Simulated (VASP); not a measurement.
Here is a VASP 6.6.1 calculation.

The input POSCAR:

```
Cr
1.0
   -1.3851754667      1.3851754667      1.3851754667
    1.3851754667     -1.3851754667      1.3851754667
    1.3851754667      1.3851754667     -1.3851754667
Cr
1
Direct
    0.0000000000      0.0000000000      0.0000000000
```

The input INCAR.step1:

```
PREC = Accurate ; ENCUT = 550
ISMEAR = -1 ; SIGMA = 0.1
LREAL = False ; LASPH = True
NELM = 120 ; NBANDS = 12
GGA = PE ; ALGO = Normal
EDIFF = 1E-5 ; LWAVE = True
LCHARG = False ; GGA_COMPAT = False
```

File INCAR.step2:

```
PREC = Accurate ; ENCUT = 550
EDIFF = 1E-6 ; ISMEAR = -1
SIGMA = 0.1 ; LREAL = False
LASPH = True ; NELM = 120
ALGO = Normal ; ISIF = 2
LWAVE = False ; LCHARG = False
METAGGA = R2SCAN ; LMIXTAU = True
NBANDS = 12 ; ISTART = 1
GGA_COMPAT = False
```

File KPOINTS:

```
regular mesh
0
Gamma
  17 17 17
```

Potentials or basis: VASP PAW PBE potentials, release 64 (Cr_pv).

Launch:

```bash
$ cat potpaw_PBE.64/Cr_pv/POTCAR > POTCAR
$ cp INCAR.step1 INCAR
$ mpirun -np 1 vasp_std > vasp.out
$ cp INCAR.step2 INCAR
$ mpirun -np 1 vasp_std > vasp.out
```

Question: Predict the band gap on the k mesh.

Answer: Zero (band 6 reaches 14.85 eV, above the bottom of band 7 at 11.08 eV).

Question: What does it give for the pressure?

Answer: 20.8 GPa.

Caveat: the PAW data sets were made with another functional, which shifts forces and pressure a little; the run has no spin polarisation, though such a crystal can be magnetic. Spin polarisation is off, so any magnetic state and its effect on volume and gap are missing.
